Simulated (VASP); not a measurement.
Input of a VASP 6.6.1 run:

The input INCAR:

```
  PREC = Accurate
  ENCUT = 520
  EDIFF = 1E-6
  ISMEAR = 0
  SIGMA = 0.01
  LREAL = F
  LASPH = T
  NELM = 60
  ALGO = Normal
  ISIF = 2
  LWAVE = F
  LCHARG = F
  GGA = PS
  NBANDS = 33
```

KPOINTS

```
regular mesh
0
Gamma
  6 6 8
```

Contents of POSCAR:

```
TiO2
1.0
    4.5375361469      0.0000000000      0.0000000000
    0.0000000000      4.5375361469      0.0000000000
    0.0000000000      0.0000000000      2.9227054968
Ti O
2 4
Direct
    0.0000000000      0.0000000000      0.0000000000
    0.5000000000      0.5000000000      0.5000000000
    0.3034858295      0.3034858295      0.0000000000
    0.1965141705      0.8034858295      0.5000000000
    0.6965141705      0.6965141705      0.0000000000
    0.8034858295      0.1965141705      0.5000000000
```

Potentials or basis: VASP PAW PBE potentials, release 64 (Ti_sv, O).

Launch:

```sh
$ cat potpaw_PBE.64/Ti_sv/POTCAR potpaw_PBE.64/O/POTCAR > POTCAR
$ mpirun -np 1 vasp_std > vasp.out
```

Problem. What does it give for the band gap on the k mesh?

Solution. 1.86 eV.

Problem. Estimate the largest force.

Solution. 0.022 eV/Å.

Forces in eV/Å, atoms in the order of the input:
```
Ti   0.000  0.000  0.000
Ti   0.000  0.000  0.000
O   -0.016 -0.016  0.000
O    0.016 -0.016  0.000
O    0.016  0.016  0.000
O   -0.016  0.016  0.000
```

Caveat: the PAW data sets were made with another functional, which shifts forces and pressure a little. A k mesh can miss the band edges.
